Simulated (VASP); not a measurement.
# TaF3 (P4/mmm) in VASP: a series of runs

The runs below take TaF3 through single point, with PBE.

All numbers are computed with VASP 6.6.1; they aren't measurements. Logs are shortened: lines on timing, memory, paths and dates and some standing lists are left out, and cuts for length are marked.

## (1) The cell of the first run

It takes space group P4/mmm (No. 123, tetragonal). Conventional cell: a = 4.504 Å, b = 4.504 Å, c = 2.927 Å, α = 90.00°, β = 90.00°, γ = 90.00°. Ta (site symmetry 4/mmm) has 2 F at 1.46 Å within 2.0 Å. Within 3.0 Å of F (site symmetry mmm) lie 2 Ta at 2.25 Å and 6 F at 2.69 to 2.93 Å. F (site symmetry 4/mmm) has 2 Ta at 1.46 Å within 2.0 Å.

## (2) Single point, PBE

The input, INCAR:

```
SYSTEM = TaF3
  PREC = Accurate
  ENCUT = 520
  EDIFF = 1E-7
  ISMEAR = 0
  SIGMA = 0.15
  LREAL = .False.
  LASPH = .True.
  NELM = 100
  ALGO = Normal
  ISIF = 2
  LWAVE = .False.
  LCHARG = .True.
  GGA = PE
  LELF = .True.
  LVHAR = .True.
  NBANDS = 24
```

The input, KPOINTS:

```
regular mesh
0
Gamma
  14 14 14
  0 0 0
```

The input, POSCAR:

```
TaF3
1.0
    4.5036064245      0.0000000000      0.0000000000
    0.0000000000      4.5036064245      0.0000000000
    0.0000000000      0.0000000000      2.9273441760
Ta F
1 3
Direct
    0.0000000000      0.0000000000      0.0000000000
    0.5000000000      0.0000000000      0.0000000000
    0.0000000000      0.5000000000      0.0000000000
    0.0000000000      0.0000000000      0.5000000000
```

Potentials or basis: VASP PAW PBE potentials, release 64 (Ta_pv, F).

On the command line:

```bash
$ cat potpaw_PBE.64/Ta_pv/POTCAR potpaw_PBE.64/F/POTCAR > POTCAR
$ mpirun -np 1 vasp_std > vasp.out
```

OUTCAR:

```text
SYSTEM = TaF3
   PREC = Accurate
   ENCUT = 520
   EDIFF = 1E-7
   ISMEAR = 0
   LREAL = .False.
   LASPH = .True.
   NELM = 100
   ISIF = 2
   GGA = PE

 ion  position               nearest neighbor table
   1  0.000  0.000  0.000-   4 1.46   4 1.46   2 2.25   3 2.25   3 2.25   2 2.25
   2  0.500  0.000  0.000-   1 2.25   1 2.25
   3  0.000  0.500  0.000-   1 2.25   1 2.25
   4  0.000  0.000  0.500-   1 1.46   1 1.46

  LATTYP: Found a simple tetragonal cell.
 ALAT       =     4.5036064245
 C/A-ratio  =     0.6500000000

  Lattice vectors:

 A1 = (   4.5036064245,   0.0000000000,   0.0000000000)
 A2 = (   0.0000000000,   4.5036064245,   0.0000000000)
 A3 = (   0.0000000000,   0.0000000000,   2.9273441760)

Analysis of symmetry for initial positions (statically):
=====================================================================
 Subroutine PRICEL returns:
 Original cell was already a primitive cell.

 Routine SETGRP: Setting up the symmetry group for a
 simple tetragonal supercell.

 Subroutine GETGRP returns: Found 16 space group operations
 (whereof 16 operations were pure point group operations)
 out of a pool of 16 trial point group operations.

The static configuration has the point symmetry D_4h.

Analysis of symmetry for dynamics (positions and initial velocities):
=====================================================================
 Subroutine PRICEL returns:
 Original cell was already a primitive cell.

 Routine SETGRP: Setting up the symmetry group for a
 simple tetragonal supercell.

 Subroutine GETGRP returns: Found 16 space group operations
 (whereof 16 operations were pure point group operations)
 out of a pool of 16 trial point group operations.

The dynamic configuration has the point symmetry D_4h.

 Subroutine INISYM returns: Found 16 space group operations
 (whereof 16 operations are pure point group operations),
 and found     1 'primitive' translations

----------------------------------------------------------------------------------------

                                     Primitive cell

  volume of cell :      59.3738

  direct lattice vectors                    reciprocal lattice vectors
     4.503606425  0.000000000  0.000000000     0.222044270  0.000000000  0.000000000
     0.000000000  4.503606425  0.000000000     0.000000000  0.222044270  0.000000000
     0.000000000  0.000000000  2.927344176     0.000000000  0.000000000  0.341606569

  length of vectors
     4.503606425  4.503606425  2.927344176     0.222044270  0.222044270  0.341606569

  position of ions in fractional coordinates (direct lattice)
     0.000000000  0.000000000  0.000000000
     0.500000000  0.000000000  0.000000000
     0.000000000  0.500000000  0.000000000
     0.000000000  0.000000000  0.500000000

  ion indices of the primitive-cell ions
   primitive index   ion index
                 1           1
                 2           2
                 3           3
                 4           4

----------------------------------------------------------------------------------------

 KPOINTS: regular mesh

Automatic generation of k-mesh.
 Grid dimensions read from file:
 generate k-points for:   14   14   14

 Generating k-lattice:

  Cartesian coordinates                     Fractional coordinates (reciprocal lattice)
     0.015860305  0.000000000  0.000000000     0.071428571  0.000000000  0.000000000
     0.000000000  0.015860305  0.000000000     0.000000000  0.071428571  0.000000000
     0.000000000  0.000000000  0.024400469     0.000000000  0.000000000  0.071428571

  Length of vectors
     0.015860305  0.015860305  0.024400469

  Shift w.r.t. Gamma in fractional coordinates (k-lattice)
     0.000000000  0.000000000  0.000000000

 Subroutine IBZKPT returns following result:
 ===========================================

 Found    288 irreducible k-points:

 Following reciprocal coordinates:
            Coordinates               Weight
  0.000000  0.000000  0.000000      1.000000
  0.071429  0.000000  0.000000      4.000000
  0.142857  0.000000  0.000000      4.000000
  0.214286  0.000000  0.000000      4.000000
  0.285714  0.000000  0.000000      4.000000
  0.357143  0.000000  0.000000      4.000000
[... 16 lines left out ...]
  0.285714  0.214286  0.000000      8.000000
  0.357143  0.214286  0.000000      8.000000
 [... further k-points ...]
   k-points           NKPTS =    288   k-points in BZ     NKDIM =    288   number of bands    NBANDS=     24
   number of dos      NEDOS =    301   number of ions     NIONS =      4
   total plane-waves  NPLWV =  31104
   dimension x,y,z NGX =    36 NGY =   36 NGZ =   24
   dimension x,y,z NGXF=    72 NGYF=   72 NGZF=   48
   ions per type =               1   3
   NGX,Y,Z   is equivalent  to a cutoff of  13.29, 13.29, 13.63 a.u.
   NGXF,Y,Z  is equivalent  to a cutoff of  26.58, 26.58, 27.26 a.u.
 SYSTEM =  TaF3
   PREC   = accura    normal or accurate (medium, high low for compatibility)
   ISTART =      0    job   : 0-new  1-cont  2-samecut
   ICHARG =      2    charge: 1-file 2-atom 10-const
   ISPIN  =      1    spin polarized calculation?
   LNONCOLLINEAR =      F non collinear calculations
   LSORBIT =      F    spin-orbit coupling
   LASPH  =      T    aspherical Exc in radial PAW
   ENCUT  =  520.0 eV  38.22 Ry    6.18 a.u.   8.37  8.37  5.44*2*pi/ulx,y,z
   NELM   =    100;   NELMIN=  2; NELMDL= -5     # of ELM steps
   EDIFF  = 0.1E-06   stopping-criterion for ELM
   LREAL  =      F    real-space projection
   EDIFFG = 0.1E-05   stopping-criterion for IOM
   NSW    =      0    number of steps for IOM
   IBRION =     -1    ionic relax: 0-MD 1-quasi-New 2-CG
   NFREE  =      0    steps in history (QN), initial steepest desc. (CG)
   ISIF   =      2    stress and relaxation
   ISYM   =      2    0-nonsym 1-usesym 2-fastsym
   POTIM  = 0.5000    time-step for ionic-motion
   TEBEG  =    0.0;   TEEND  =   0.0 temperature during run
   PSTRESS=    0.0 pullay stress
   NELECT =      32.0000    total number of electrons
   NUPDOWN=      -1.0000    fix difference up-down
   EMIN   =  10.00;   EMAX   =-10.00  energy-range for DOS
   EFERMI =   0.00;   METHOD = LEGACY
   ISMEAR =     0;   SIGMA  =   0.15  broadening in eV -4-tet -1-fermi 0-gaus
   EFERMI_NEDOS =   21; number of points for ismear=-14 and -15
   IALGO  =     38    algorithm
   IMIX   =      4    mixing-type and parameters
     AMIX     =   0.40;   BMIX     =  1.00
     AMIX_MAG =   1.60;   BMIX_MAG =  1.00
  volume/ion in A,a.u.               =      14.84       100.17
  Fermi-wavevector in a.u.,A,eV,Ry     =   1.332273  2.517631 24.149685  1.774952
  Thomas-Fermi vector in A             =   2.461221
   LORBIT       =      0    0 simple, 1 ext, 2 COOP (PROOUT), +10 PAW based schemes
   GGA     = PE    functional components
   LHFCALC =     F    Hartree Fock is set to
   AEXX    =    0.0000 exact exchange contribution
   IVDW    =     0    specifies the selected vdW correction
   LEPSILON=     F    determine dielectric tensor
   LRPA    =     F    only Hartree local field effects (RPA)
 non-spin polarized calculation
 Gauss-broadening in eV      SIGMA  =   0.15
  energy-cutoff  :      520.00
  volume of cell :       59.37
 maximum number of plane-waves:      1624
 NGX is ok and might be reduce to    36

 number of electron      32.0000002 magnetization

 Free energy of the ion-electron system (eV)
  ---------------------------------------------------
  ext. energy  EPLUGINS =         0.00000000
  ---------------------------------------------------
  free energy    TOTEN  =        -8.67278472 eV

  energy without entropy =       -8.64182343  energy(sigma->0) =       -8.65730407

 E-fermi :   3.6629     XC(G=0):  -9.0320

 val. band max:        3.6628464768   @ k =   0.5000   0.0714   0.0714
 cond. band min:       3.6640474396   @ k =   0.5000   0.1429   0.0714
 fundamental gap:      0.0012009628
 Fermi energy:         3.6629294958

 k-point     1 :       0.0000    0.0000    0.0000
  band No.  band energies     occupation
      1     -37.2110      2.00000
      2     -32.7828      2.00000
      3     -32.7828      2.00000
      4     -31.3665      2.00000
      5     -22.0057      2.00000
      6     -21.8658      2.00000
[... 16 lines left out ...]
     23      11.5877      0.00000
     24      14.3182      0.00000

 k-point     2 :       0.0714    0.0000    0.0000
  band No.  band energies     occupation
      1     -37.2109      2.00000
      2     -32.7850      2.00000
      3     -32.7828      2.00000
      4     -31.3667      2.00000
      5     -21.9983      2.00000
      6     -21.8614      2.00000
[... 16 lines left out ...]
     23      11.6055      0.00000
     24      14.4543      0.00000

 k-point     3 :       0.1429    0.0000    0.0000
  band No.  band energies     occupation
      1     -37.2109      2.00000
      2     -32.7910      2.00000
      3     -32.7827      2.00000
      4     -31.3666      2.00000
      5     -21.9801      2.00000
      6     -21.8456      2.00000
[... 16 lines left out ...]
     23      11.6600      0.00000
     24      14.7627      0.00000

 k-point     4 :       0.2143    0.0000    0.0000
  band No.  band energies     occupation
      1     -37.2108      2.00000
      2     -32.7996      2.00000
      3     -32.7826      2.00000
      4     -31.3665      2.00000
      5     -21.9607      2.00000
      6     -21.8151      2.00000
[... 16 lines left out ...]
     23      11.7700      0.00000
     24      14.7688      0.00000

 k-point     5 :       0.2857    0.0000    0.0000
  band No.  band energies     occupation
      1     -37.2107      2.00000
      2     -32.8091      2.00000
      3     -32.7824      2.00000
      4     -31.3665      2.00000
      5     -21.9472      2.00000
      6     -21.7732      2.00000
[... 16 lines left out ...]
     23      11.9797      0.00000
     24      14.6342      0.00000

 k-point     6 :       0.3571    0.0000    0.0000
  band No.  band energies     occupation
      1     -37.2107      2.00000
      2     -32.8176      2.00000
      3     -32.7823      2.00000
      4     -31.3663      2.00000
      5     -21.9395      2.00000
      6     -21.7302      2.00000
[... 16 lines left out ...]
     23      12.2605      0.00000
     24      14.3993      0.00000
[... 379 lines left out ...]
 k-point    21 :       0.5000    0.1429    0.0000
  band No.  band energies     occupation
      1     -37.2108      2.00000
      2     -32.8256      2.00000
      3     -32.7903      2.00000
      4     -31.3663      2.00000
      5     -21.8887      2.00000
      6     -21.6869      2.00000
[... 16 lines left out ...]
     23      12.7598      0.00000
     24      13.8760      0.00000

 k-point    22 :       0.2143    0.2143    0.0000
  band No.  band energies     occupation
      1     -37.2106      2.00000
      2     -32.7993      2.00000
      3     -32.7993      2.00000
      4     -31.3662      2.00000
      5     -21.8836      2.00000
      6     -21.7962      2.00000
[... 16 lines left out ...]
     23      13.5449      0.00000
     24      13.8922      0.00000

 k-point    23 :       0.2857    0.2143    0.0000
  band No.  band energies     occupation
      1     -37.2106      2.00000
      2     -32.8088      2.00000
      3     -32.7992      2.00000
      4     -31.3662      2.00000
      5     -21.8566      2.00000
      6     -21.7676      2.00000
[... 16 lines left out ...]
     23      13.3030      0.00000
     24      13.9912      0.00000

 k-point    24 :       0.3571    0.2143    0.0000
  band No.  band energies     occupation
      1     -37.2106      2.00000
      2     -32.8174      2.00000
      3     -32.7991      2.00000
      4     -31.3662      2.00000
      5     -21.8449      2.00000
      6     -21.7289      2.00000
[... 16 lines left out ...]
     23      12.7082      0.00000
     24      14.3084      0.00000

 [... further k-points ...]

------------------------ aborting loop because EDIFF is reached ----------------------------------------

  FORCE on cell =-STRESS in cart. coord.  units (eV):
  Direction    XX          YY          ZZ          XY          YZ          ZX
  --------------------------------------------------------------------------------------
  -------------------------------------------------------------------------------------
  Total       -4.8571597     -4.8571597    153.7956354      0.0000000      0.0000000      0.0000000
  in kB     -131.0684963   -131.0684963   4150.1132334      0.0000000      0.0000000      0.0000000
  external PRESSURE =    1295.9920803 kB  Pullay stress =       0.0000000 kB

 VOLUME and BASIS-vectors are now :
 -----------------------------------------------------------------------------
  energy-cutoff  :      520.00
  volume of cell :       59.37
      direct lattice vectors                 reciprocal lattice vectors
     4.503606425  0.000000000  0.000000000     0.222044270  0.000000000  0.000000000
     0.000000000  4.503606425  0.000000000     0.000000000  0.222044270  0.000000000
     0.000000000  0.000000000  2.927344176     0.000000000  0.000000000  0.341606569

 POSITION                                       TOTAL-FORCE (eV/Angst)
 -----------------------------------------------------------------------------------
      0.00000      0.00000      0.00000         0.000000      0.000000      0.000000
      2.25180      0.00000      0.00000         0.000000      0.000000      0.000000
      0.00000      2.25180      0.00000         0.000000      0.000000      0.000000
      0.00000      0.00000      1.46367         0.000000      0.000000      0.000000
 -----------------------------------------------------------------------------------
    total drift:                                0.000000      0.000000     -0.000000

  FREE ENERGIE OF THE ION-ELECTRON SYSTEM (eV)
  ---------------------------------------------------
  free  energy   TOTEN  =        -8.6727847151 eV

  energy  without entropy=       -8.6418234273  energy(sigma->0) =       -8.65730407
```

Run time: 3 min. Hardware: 1 thread of Intel Xeon Platinum 8488C (Sapphire Rapids), shared host; peak memory 0.44 GiB.

What came out:

```yaml
Free_energy: -8.6728 eV
Pressure: 129.6 GPa
Band_gap_on_the_k_mesh: zero (bands 16 and 17 overlap by 2.21 eV)
```

Caveat: the stress differs along the axes, from -13 to 415 GPa; spin-orbit coupling is left out, which moves the levels of the heavy elements.

## (3) Single point, PBE

This run uses another cell than the first one, of the same volume but with other edges.

The input, INCAR:

```
PREC = Accurate
ENCUT = 520
EDIFF = 1E-6
ISMEAR = 0
SIGMA = 0.15
LREAL = F
LASPH = T
NELM = 80
ALGO = Normal
ISIF = 2
LWAVE = F
LCHARG = T
GGA = PE
LELF = T
LVHAR = T
NBANDS = 24
```

The input, KPOINTS:

```
Automatic mesh
0
Gamma
  14 14 14
```

The input, POSCAR:

```
TaF3
1.0
    3.4080121090      0.0000000000      0.0000000000
    0.0000000000      3.4080121090      0.0000000000
    0.0000000000      0.0000000000      5.1120181635
Ta F
1 3
Direct
    0.0000000000      0.0000000000      0.0000000000
    0.5000000000      0.0000000000      0.0000000000
    0.0000000000      0.5000000000      0.0000000000
    0.0000000000      0.0000000000      0.5000000000
```

Potentials or basis: VASP PAW PBE potentials, release 64 (Ta_pv, F).

On the command line:

```bash
$ cat potpaw_PBE.64/Ta_pv/POTCAR potpaw_PBE.64/F/POTCAR > POTCAR
$ mpirun -np 1 vasp_std > vasp.out
```

Wall time 3.4 min (1 thread of Intel Xeon Platinum 8488C (Sapphire Rapids), shared host); peak memory 0.44 GiB.

It converged, with:

| Property | Result |
| --- | --- |
| Free energy | -18.3816 eV |
| Pressure | 81.3 GPa |
| Band gap on the k mesh | zero (bands 16 and 17 overlap by 4.09 eV) |

Stress tensor (GPa, compression positive):
```
132.71   0.00   0.00
  0.00 132.71   0.00
  0.00   0.00 -21.62
```

Levels at points of the mesh, in eV from the Fermi level:
| k point | band 14 | band 15 | band 16 | band 17 | band 18 | band 19 |
| --- | --- | --- | --- | --- | --- | --- |
| (0.00, 0.00, 0.00) | -4.34 | -4.34 | -1.54 | -1.39 | -0.85 | -0.85 |
| (0.50, 0.00, 0.00) | -5.05 | -4.28 | -0.60 | -0.20 | 1.92 | 1.99 |
| (0.50, 0.50, 0.00) | -4.87 | -4.87 | 0.69 | 2.51 | 2.51 | 4.24 |
| (0.00, 0.00, 0.50) | -4.48 | -4.48 | -1.39 | -0.57 | -0.57 | 1.01 |
| (0.50, 0.00, 0.50) | -4.97 | -4.41 | -0.35 | 1.93 | 2.02 | 2.19 |
| (0.50, 0.50, 0.50) | -4.81 | -4.81 | 2.70 | 2.73 | 2.73 | 4.39 |

Caveat: the stress differs along the axes, from -22 to 133 GPa; spin-orbit coupling is left out, which moves the levels of the heavy elements.
